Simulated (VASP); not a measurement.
# KCl (I4/mmm) in VASP: G0W0 quasiparticle levels with PBE

Aim: the G0W0 quasiparticle levels of KCl with PBE.

Everything below comes from runs of VASP 6.6.1. Logs are shortened: lines on timing, memory, paths and dates and some standing lists are left out, and cuts for length are marked.

## Step 1: The cell of the first run

The structure is tetragonal, space group I4/mmm (No. 139). The conventional cell has a = 4.314 Å, b = 4.314 Å, c = 6.344 Å, α = 90.00°, β = 90.00°, γ = 90.00°. K (site symmetry 4/mmm) has 6 Cl at 3.05 to 3.17 Å within 4.0 Å. Within 4.0 Å of Cl (site symmetry 4/mmm) lie 6 K at 3.05 to 3.17 Å.

## Step 2: G0W0 quasiparticle levels, PBE

Contents of POSCAR:

```
KCl
1.0
    0.0000000000      3.0505028602      3.1718713392
    3.0505028602      0.0000000000      3.1718713392
    3.0505028602      3.0505028602      0.0000000000
K Cl
1 1
Direct
    0.0000000000      0.0000000000      0.0000000000
    0.5000000000      0.5000000000      0.5000000000
```

Contents of INCAR.step1:

```
PREC     = Accurate       # precision mode
ENCUT    = 500            # plane-wave cutoff, eV
EDIFF    = 1E-8           # SCF threshold, eV
ISMEAR   = 0              # smearing method
SIGMA    = 0.01           # smearing width, eV
LREAL    = False          # projectors in reciprocal space
LASPH    = True           # aspherical terms in the spheres
NELM     = 100            # most SCF steps
ALGO     = Normal         # electronic algorithm
LWAVE    = True           # write WAVECAR
LCHARG   = False          # write CHGCAR
GGA      = PE             # functional
```

Contents of INCAR.step2:

```
PREC     = Accurate       # precision mode
ENCUT    = 500            # plane-wave cutoff, eV
EDIFF    = 1E-8           # SCF threshold, eV
ISMEAR   = 0              # smearing method
SIGMA    = 0.01           # smearing width, eV
LREAL    = False          # projectors in reciprocal space
LASPH    = True           # aspherical terms in the spheres
NELM     = 1              # most SCF steps
ALGO     = Exact          # electronic algorithm
LWAVE    = True           # write WAVECAR
LCHARG   = False          # write CHGCAR
GGA      = PE             # functional
NBANDS   = 254            # bands
LOPTICS  = True           # frequency-dependent dielectric function
ISTART   = 1
```

Contents of INCAR.step3:

```
PREC     = Accurate       # precision mode
ENCUT    = 500            # plane-wave cutoff, eV
EDIFF    = 1E-8           # SCF threshold, eV
ISMEAR   = 0              # smearing method
SIGMA    = 0.01           # smearing width, eV
LREAL    = False          # projectors in reciprocal space
LASPH    = True           # aspherical terms in the spheres
ALGO     = EVGW0          # electronic algorithm
LWAVE    = False          # write WAVECAR
LCHARG   = False          # write CHGCAR
GGA      = PE             # functional
NELMGW   = 1            
NBANDS   = 254            # bands
ENCUTGW  = 150.0          # cutoff of the response function
NOMEGA   = 48             # frequency points
PRECFOCK = Fast         
ISTART   = 1            
NBANDSGW = 16
```

Contents of KPOINTS:

```
Automatic mesh
0
Gamma
  4 4 4
```

Potentials or basis: VASP PAW PBE potentials, release 64 (K_sv_GW, Cl_GW).

On the command line:

```
cat potpaw_PBE.64/K_sv_GW/POTCAR potpaw_PBE.64/Cl_GW/POTCAR > POTCAR
cp INCAR.step1 INCAR
mpirun -np 1 vasp_std > vasp.out
cp INCAR.step2 INCAR
mpirun -np 1 vasp_std > vasp.out
cp INCAR.step3 INCAR
mpirun -np 1 vasp_std > vasp.out
```

OUTCAR:

```text
PREC = Accurate
   ENCUT = 500
   EDIFF = 1E-8
   ISMEAR = 0
   LREAL = False
   LASPH = True
   GGA = PE
   NELMGW = 1
   ENCUTGW = 150.0
   PRECFOCK = Fast
   ISTART = 1

 ion  position               nearest neighbor table
   1  0.000  0.000  0.000-
   2  0.500  0.500  0.500-

  LATTYP: Found a body centered tetragonal cell.
 ALAT       =     4.3140625170
 C/A-ratio  =     1.4704800066

  Lattice vectors:

 A1 = (  -3.0505028602,   0.0000000000,   3.1718713392)
 A2 = (   3.0505028602,   0.0000000000,   3.1718713392)
 A3 = (   0.0000000000,   3.0505028602,  -3.1718713392)

Analysis of symmetry for initial positions (statically):
=====================================================================
 Subroutine PRICEL returns:
 Original cell was already a primitive cell.

 Routine SETGRP: Setting up the symmetry group for a
 body centered tetragonal supercell.

 Subroutine GETGRP returns: Found 16 space group operations
 (whereof 16 operations were pure point group operations)
 out of a pool of 16 trial point group operations.

The static configuration has the point symmetry D_4h.

Analysis of symmetry for dynamics (positions and initial velocities):
=====================================================================
 Subroutine PRICEL returns:
 Original cell was already a primitive cell.

 Routine SETGRP: Setting up the symmetry group for a
 body centered tetragonal supercell.

 Subroutine GETGRP returns: Found 16 space group operations
 (whereof 16 operations were pure point group operations)
 out of a pool of 16 trial point group operations.

The dynamic configuration has the point symmetry D_4h.

 Subroutine INISYM returns: Found 16 space group operations
 (whereof 16 operations are pure point group operations),
 and found     1 'primitive' translations

----------------------------------------------------------------------------------------

                                     Primitive cell

  volume of cell :      59.0321

  direct lattice vectors                    reciprocal lattice vectors
     0.000000000  3.050502860  3.171871339    -0.163907402  0.163907402  0.157635650
     3.050502860  0.000000000  3.171871339     0.163907402 -0.163907402  0.157635650
     3.050502860  3.050502860  0.000000000     0.163907402  0.163907402 -0.157635650

  length of vectors
     4.400719883  4.400719883  4.314062517     0.280321728  0.280321728  0.280321728

  position of ions in fractional coordinates (direct lattice)
     0.000000000  0.000000000  0.000000000
     0.500000000  0.500000000  0.500000000

  ion indices of the primitive-cell ions
   primitive index   ion index
                 1           1
                 2           2

----------------------------------------------------------------------------------------

 KPOINTS: Automatic mesh

Automatic generation of k-mesh.
 Grid dimensions read from file:
 generate k-points for:    4    4    4

 Generating k-lattice:

  Cartesian coordinates                     Fractional coordinates (reciprocal lattice)
    -0.040976851  0.040976851  0.039408912     0.250000000  0.000000000  0.000000000
     0.040976851 -0.040976851  0.039408912     0.000000000  0.250000000  0.000000000
     0.040976851  0.040976851 -0.039408912     0.000000000  0.000000000  0.250000000

  Length of vectors
     0.070080432  0.070080432  0.070080432

  Shift w.r.t. Gamma in fractional coordinates (k-lattice)
     0.000000000  0.000000000  0.000000000

 Subroutine IBZKPT returns following result:
 ===========================================

 Found     13 irreducible k-points:

 Following reciprocal coordinates:
            Coordinates               Weight
  0.000000  0.000000  0.000000      1.000000
  0.250000  0.000000  0.000000      8.000000
  0.500000  0.000000  0.000000      4.000000
  0.250000  0.250000  0.000000      2.000000
  0.500000  0.250000  0.000000      8.000000
 -0.250000  0.250000  0.000000      4.000000
  0.500000  0.500000  0.000000      1.000000
  0.250000  0.000000  0.250000      4.000000
  0.500000  0.000000  0.250000     16.000000
 -0.250000  0.000000  0.250000      8.000000
 -0.250000  0.500000  0.250000      4.000000
  0.500000  0.000000  0.500000      2.000000
 -0.250000  0.250000  0.500000      2.000000
   k-points           NKPTS =     13   k-points in BZ     NKDIM =     64   number of bands    NBANDS=    254
   number of dos      NEDOS =    301   number of ions     NIONS =      2
   total plane-waves  NPLWV =  32768
   dimension x,y,z NGX =    32 NGY =   32 NGZ =   32
   dimension x,y,z NGXF=    64 NGYF=   64 NGZF=   64
   ions per type =               1   1
   NGX,Y,Z   is equivalent  to a cutoff of  12.09, 12.09, 12.33 a.u.
   NGXF,Y,Z  is equivalent  to a cutoff of  24.18, 24.18, 24.66 a.u.
 SYSTEM =  unknown system
   PREC   = accura    normal or accurate (medium, high low for compatibility)
   ISTART =      1    job   : 0-new  1-cont  2-samecut
   ICHARG =      0    charge: 1-file 2-atom 10-const
   ISPIN  =      1    spin polarized calculation?
   LNONCOLLINEAR =      F non collinear calculations
   LSORBIT =      F    spin-orbit coupling
   LASPH  =      T    aspherical Exc in radial PAW
   ENCUT  =  500.0 eV  36.75 Ry    6.06 a.u.   8.02  8.02  7.87*2*pi/ulx,y,z
   NELM   =     60;   NELMIN=  2; NELMDL=  0     # of ELM steps
   EDIFF  = 0.1E-07   stopping-criterion for ELM
   LREAL  =      F    real-space projection
   EDIFFG = 0.1E-06   stopping-criterion for IOM
   NSW    =      0    number of steps for IOM
   IBRION =     -1    ionic relax: 0-MD 1-quasi-New 2-CG
   NFREE  =      0    steps in history (QN), initial steepest desc. (CG)
   ISIF   =      0    stress and relaxation
   ISYM   =      3    0-nonsym 1-usesym 2-fastsym
   POTIM  = 0.5000    time-step for ionic-motion
   TEBEG  =    0.0;   TEEND  =   0.0 temperature during run
   PSTRESS=    0.0 pullay stress
   NELECT =      16.0000    total number of electrons
   NUPDOWN=      -1.0000    fix difference up-down
   EMIN   =  10.00;   EMAX   =-10.00  energy-range for DOS
   EFERMI =   0.00;   METHOD = LEGACY
   ISMEAR =     0;   SIGMA  =   0.01  broadening in eV -4-tet -1-fermi 0-gaus
   EFERMI_NEDOS =   21; number of points for ismear=-14 and -15
   IALGO  =     38    algorithm
   IMIX   =      4    mixing-type and parameters
     AMIX     =   0.40;   BMIX     =  1.00
     AMIX_MAG =   1.60;   BMIX_MAG =  1.00
  volume/ion in A,a.u.               =      29.52       199.18
  Fermi-wavevector in a.u.,A,eV,Ry     =   1.059462  2.002093 15.271989  1.122460
  Thomas-Fermi vector in A             =   2.194808
   LORBIT       =      0    0 simple, 1 ext, 2 COOP (PROOUT), +10 PAW based schemes
   GGA     = PE    functional components
   LHFCALC =     T    Hartree Fock is set to
   PRECFOCK=fast      Normal, Fast or Accurate (Low or Medium for compatibility)
   ENCUT4O =  -1.0   cutoff for four orbital integrals eV
   NKREDX  =     1    reduce k-point grid by
   NKREDY  =     1    reduce k-point grid by
   NKREDZ  =     1    reduce k-point grid by
   AEXX    =    1.0000 exact exchange contribution
   HFSCREEN=    0.0000 screening length (either q_TF or 0.3 A-1)
   HFSCREENC=   0.0000 screening length for correlation (either q_TF or 0.3 A-1)
   ENCUTFOCK=  -1.0 apply spherical cutoff to Coloumb kernel
   IVDW    =     0    specifies the selected vdW correction
   LEPSILON=     F    determine dielectric tensor
   LRPA    =     F    only Hartree local field effects (RPA)
   LRPAFORCE           =     F    calculate RPA forces
   ENCUTGW             = 150.0    cutoff for response function in eV
   ENCUTGWSOFT         = 120.0    soft cutoff for Coulomb kernel in GW response function in eV
   ENCUTLF             =  -1.0    cutoff for local field effects
   NELMGW              =     1    number of iterations in solving QP/BSE equation
   NELMHF              =     1    number of iterations in the inner HF iteration
   NKREDLFX            =     1    NKREDLFY  =   1   NKREDLFZ  =   1
 non-spin polarized calculation
 Gauss-broadening in eV      SIGMA  =   0.01
  energy-cutoff  :      500.00
  volume of cell :       59.03
 maximum number of plane-waves:      1509
  NGX = 18; NGY = 18; NGZ = 18
   NGX = 17   NGY = 17   NGZ = 15
 maximum number of plane-waves:       259
 NGX is ok and might be reduce to    18

 QP shifts <psi_nk| G(iteration)W_0 |psi_nk>: iteration 1
 for sc-GW calculations column KS-energies equals QP-energies in previous step
 and V_xc(KS)=  KS-energies - (<T + V_ion + V_H > + <T+V_H+V_ion>^1  + <V_x>^1)

 k-point   1 :       0.0000    0.0000    0.0000
  band No.  KS-energies  QP-energies   sigma(KS)   V_xc(KS)     V^pw_x(r,r')   Z            occupation Imag(sigma)

      1     -27.4103     -29.3522     -21.5695     -18.5065     -30.7363       0.6340       2.0000       0.7510
      2     -12.5342     -14.2315     -17.4466     -15.1936     -24.3778       0.7533       2.0000       1.3497
      3     -10.8730     -14.0701     -21.7750     -17.8389     -24.7006       0.8123       2.0000       0.1230
      4     -10.8730     -14.0701     -21.7750     -17.8389     -24.7006       0.8123       2.0000       0.1230
      5     -10.8730     -14.0701     -21.7750     -17.8389     -24.7006       0.8123       2.0000       0.1230
      6      -0.3715      -2.4550     -16.8044     -14.1879     -18.6264       0.7963       2.0000       0.0958
[... 8 lines left out ...]
     15      12.8195      13.0172      -4.2137      -4.4538      -0.7337       0.8233       0.0000      -0.2267
     16      15.8823      18.8819     -10.2664     -13.9625      -6.0888       0.8116       0.0000      -0.2189

 k-point   2 :       0.2500    0.0000    0.0000
  band No.  KS-energies  QP-energies   sigma(KS)   V_xc(KS)     V^pw_x(r,r')   Z            occupation Imag(sigma)

      1     -27.4032     -29.3436     -21.5769     -18.5186     -30.7463       0.6344       2.0000       0.7446
      2     -12.6494     -14.4825     -17.6868     -15.2496     -24.3139       0.7521       2.0000       1.2540
      3     -10.8823     -14.0809     -21.7643     -17.8261     -24.6750       0.8122       2.0000       0.1174
      4     -10.8745     -14.0649     -21.7634     -17.8316     -24.6936       0.8115       2.0000       0.1227
      5     -10.7246     -13.7266     -21.5496     -17.8140     -24.7648       0.8036       2.0000       0.1965
      6      -0.9901      -3.1566     -15.9178     -13.1903     -17.7626       0.7943       2.0000       0.1017
[... 8 lines left out ...]
     15      13.4133      15.6044      -8.4450     -11.1046      -4.6491       0.8239       0.0000      -0.1621
     16      14.2312      16.5691      -9.0362     -11.8962      -5.1071       0.8175       0.0000      -0.1717

 k-point   3 :       0.5000    0.0000    0.0000
  band No.  KS-energies  QP-energies   sigma(KS)   V_xc(KS)     V^pw_x(r,r')   Z            occupation Imag(sigma)

      1     -27.3961     -29.3377     -21.5845     -18.5308     -30.7563       0.6358       2.0000       0.7382
      2     -12.7499     -14.6747     -17.8456     -15.2766     -24.2594       0.7493       2.0000       1.1858
      3     -10.8918     -14.0831     -21.7454     -17.8082     -24.6542       0.8106       2.0000       0.1158
      4     -10.8757     -14.0622     -21.7581     -17.8286     -24.6834       0.8109       2.0000       0.1194
      5     -10.5894     -13.4504     -21.4107     -17.8243     -24.8215       0.7978       2.0000       0.2423
      6      -1.5011      -3.7544     -15.3866     -12.5439     -17.3044       0.7926       2.0000       0.1096
[... 174 lines left out ...]
      1     -27.3912     -29.3422     -21.5908     -18.5387     -30.7627       0.6392       2.0000       0.7417
      2     -12.4193     -14.0892     -17.5655     -15.3544     -24.4856       0.7552       2.0000       1.3289
      3     -11.0522     -14.2591     -21.4235     -17.4547     -24.3835       0.8080       2.0000       0.1500
      4     -10.9561     -14.1454     -21.6207     -17.6709     -24.5680       0.8075       2.0000       0.1370
      5     -10.9357     -14.1328     -21.6691     -17.7160     -24.5845       0.8088       2.0000       0.1251
      6      -1.0152      -3.2163     -16.2798     -13.5074     -18.1873       0.7939       2.0000       0.1024
[... 8 lines left out ...]
     15      11.5803      14.4874      -9.4491     -12.9438      -5.7783       0.8319       0.0000      -0.1213
     16      13.8524      14.8094      -7.1499      -8.3299      -3.2127       0.8110       0.0000      -0.2380

 k-point  13 :      -0.2500    0.2500    0.5000
  band No.  KS-energies  QP-energies   sigma(KS)   V_xc(KS)     V^pw_x(r,r')   Z            occupation Imag(sigma)

      1     -27.3911     -29.3425     -21.5907     -18.5389     -30.7629       0.6394       2.0000       0.7403
      2     -12.4955     -14.2533     -17.6741     -15.3510     -24.4233       0.7566       2.0000       1.2810
      3     -11.0041     -14.2015     -21.5211     -17.5622     -24.4744       0.8077       2.0000       0.1435
      4     -11.0041     -14.2015     -21.5211     -17.5622     -24.4744       0.8077       2.0000       0.1435
      5     -10.8148     -13.9039     -21.6440     -17.8154     -24.7134       0.8069       2.0000       0.1565
      6      -0.8442      -2.9894     -16.2013     -13.4886     -18.0645       0.7908       2.0000       0.1012
[... 8 lines left out ...]
     15      11.6364      13.1870      -7.9254      -9.7806      -4.3953       0.8358       0.0000      -0.1187
     16      12.8185      14.6278      -8.3478     -10.5768      -4.4946       0.8117       0.0000      -0.1840
```

It took 23 min on 1 thread of Intel Xeon 8259CL, shared host; peak memory 0.81 GiB.

Results:

| Property | Result |
| --- | --- |
| Quasiparticle gap | 8.13 eV |
| Least direct quasiparticle gap | 8.13 eV |
| Band gap of the starting levels on the mesh | 5.36 eV |
| Least direct gap of the starting levels on the mesh | 5.36 eV |

Caveat: the k points lie up to 0.44 Å⁻¹ apart; bands, screening cutoff and mesh are small and nothing is extrapolated, so the quasiparticle values aren't converged.
